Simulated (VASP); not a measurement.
Wanted: the native input for a VASP 6.6.1 run.

```yaml
Task: single point
Functional: PBE
Potentials_or_basis: VASP PAW PBE potentials, release 64 (Ba_sv, Ti_sv, O)
Cutoff: 520 eV
k_mesh: 12 × 12 × 12
Occupations: gaussian, width 0.02 eV
Spin: no spin polarisation
Dipole_correction: no
Further_INCAR_settings: ALGO = Normal; EDIFF = 1e-07; NBANDS = 28
```

The structure of BaTiO3 lies in POSCAR:

```
BaTiO3
1.0
    3.9841000000      0.0000000000      0.0000000000
    0.0000000000      2.8370500000      2.8458000000
    0.0000000000     -2.8370500000      2.8458000000
Ba Ti O
1 1 3
Direct
    0.0000000000      0.0000000000      0.0000000000
    0.5000000000      0.5079000000      0.5079000000
    0.0000000000      0.4921000000      0.4921000000
    0.5000000000      0.5025100000      0.9937100000
    0.5000000000      0.9937100000      0.5025100000
```

One way to write it, as run:

INCAR

```
PREC = Accurate ; ENCUT = 520
EDIFF = 1E-7 ; ISMEAR = 0
SIGMA = 0.02 ; LREAL = False
LASPH = True ; NELM = 100
ALGO = Normal ; ISIF = 2
LWAVE = False ; LCHARG = True
GGA = PE ; LELF = True
LVHAR = True ; NBANDS = 28
```

KPOINTS

```
regular mesh
0
Gamma
  12 12 12
```

Potentials or basis: VASP PAW PBE potentials, release 64 (Ba_sv, Ti_sv, O).

The run is started by

```bash
$ cat potpaw_PBE.64/Ba_sv/POTCAR potpaw_PBE.64/Ti_sv/POTCAR potpaw_PBE.64/O/POTCAR > POTCAR
$ mpirun -np 1 vasp_std > vasp.out
```

It gave:

* Pressure: 3.7 GPa
* Largest force: 0.181 eV/Å
* Band gap on the k mesh: 1.79 eV (least direct gap 1.97 eV)

Caveat: the cell stands under pressure; spin-orbit coupling is left out, which moves the levels of the heavy elements.

Wall time 16 min on 1 thread of Intel Xeon 8259CL, with other jobs on the host, peak memory 0.59 GiB.
